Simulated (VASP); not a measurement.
Wanted: the native input for a VASP 6.6.1 run.

```yaml
Task: single point
Functional: PBEsol
Potentials_or_basis: VASP PAW PBE potentials, release 64 (B)
Cutoff: 500 eV
k_mesh: 23 × 23 × 10
Occupations: methfessel-paxton, width 0.1 eV
Spin: no spin polarisation
Dipole_correction: no
Further_INCAR_settings: ALGO = Normal; EDIFF = 1e-06; NBANDS = 8
```

The structure of B lies in POSCAR:

```
B
1.0
    1.7024300000      0.0000000000      0.0000000000
   -0.8512200000      1.4743500000      0.0000000000
    0.0000000000      0.0000000000      3.6596561333
B
1
Direct
    0.0000000000      0.0000000000      0.0000000000
```

The input as run:

INCAR

```
SYSTEM = B
PREC     = Accurate       ! precision mode
ENCUT    = 500            ! plane-wave cutoff, eV
EDIFF    = 1E-6           ! SCF threshold, eV
ISMEAR   = 1              ! smearing method
SIGMA    = 0.1            ! smearing width, eV
LREAL    = .FALSE.        ! projectors in reciprocal space
LASPH    = .TRUE.         ! aspherical terms in the spheres
NELM     = 120            ! most SCF steps
ALGO     = Normal         ! electronic algorithm
ISIF     = 2              ! what is computed and relaxed
LWAVE    = .FALSE.        ! write WAVECAR
LCHARG   = .FALSE.        ! write CHGCAR
GGA      = PS             ! functional
NBANDS   = 8              ! bands
GGA_COMPAT= .FALSE.
```

KPOINTS

```
Automatic mesh
0
G
  23 23 10
  0 0 0
```

Potentials or basis: VASP PAW PBE potentials, release 64 (B).

Run with:

```sh
$ cat potpaw_PBE.64/B/POTCAR > POTCAR
$ mpirun -np 1 vasp_std > vasp.out
```

Results of the run:

- Pressure: 1.3 GPa

Caveat: the PAW data sets were made with another functional, which shifts forces and pressure a little.

It took 8.1 s on 1 thread of Intel(R) Xeon(R) Platinum 8375C CPU @ 2.90GHz (Ice Lake), with other jobs on the host, peak memory 0.12 GiB.
